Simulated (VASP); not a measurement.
Here is a VASP 6.6.1 calculation.

INCAR

```
SYSTEM = W
ALGO = Fast ; EDIFF = 1E-7
ENCUT = 520 ; GGA = PS
ISIF = 2 ; ISMEAR = 0
LASPH = .TRUE. ; LCHARG = .TRUE.
LELF = .TRUE. ; LREAL = .FALSE.
LVHAR = .TRUE. ; LWAVE = .FALSE.
NBANDS = 13 ; NELM = 80
PREC = Accurate ; SIGMA = 0.15
```

The input KPOINTS:

```
k-points
0
G
  20 20 20
  0 0 0
```

POSCAR

```
W
1.0
    0.0000000000      2.0832875000      2.0832875000
    2.0300000000      0.0532875000      2.0300000000
    2.0300000000      2.0300000000      0.0532875000
W
1
Direct
    0.0000000000      0.0000000000      0.0000000000
```

Potentials or basis: VASP PAW PBE potentials, release 64 (W_sv).

Run with:

```bash
$ cat potpaw_PBE.64/W_sv/POTCAR > POTCAR
$ mpirun -np 1 vasp_std > vasp.out
```

Question: Estimate the pressure.

Answer: -11.6 GPa.

Question: What does it give for the band gap on the k mesh?

Answer: Zero (band 7 reaches 13.05 eV, above the bottom of band 8 at 9.44 eV).

Stress tensor (GPa, compression positive):
```
-10.58   0.00   0.00
  0.00 -12.06   4.42
  0.00   4.42 -12.06
```

Caveat: the cell differs from its parent crystal (strain +0.0525 x Voigt [0, 0, 0, 1, 0, 0]); the PAW data sets were made with another functional, which shifts forces and pressure a little; spin-orbit coupling is left out, which moves the levels of the heavy elements.
